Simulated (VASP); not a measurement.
Crystal: AgI.

```
Ag I
1.0
     0.00000    3.28863    3.28863
     3.28863    0.00000    3.28863
     3.28863    3.28863    0.00000
Ag I
1 1
Direct
  0.00000 0.00000 0.00000
  0.25000 0.25000 0.25000
```

Program: VASP 6.6.1. Alike in all runs: task single point; no spin polarisation; cell as given; smearing gaussian 0.01 eV.

Problem. Order these runs on this cell by their band gap on the k mesh, lowest first.
A. level r2SCAN; potentials or basis VASP PAW PBE potentials, release 64 (Ag, I); k mesh 6 × 6 × 6; cutoff (eV) 550
B. level LDA; potentials or basis VASP PAW LDA potentials, release 64 (Ag, I); k mesh 8 × 8 × 8; cutoff (eV) 500
C. level PBE; potentials or basis VASP PAW PBE potentials, release 64 (Ag, I); k mesh 6 × 6 × 6; cutoff (eV) 500

Solution. B (1.09 eV), C (1.34 eV), A (1.79 eV).

Caveats: spin-orbit coupling is left out, which moves the levels of the heavy elements.
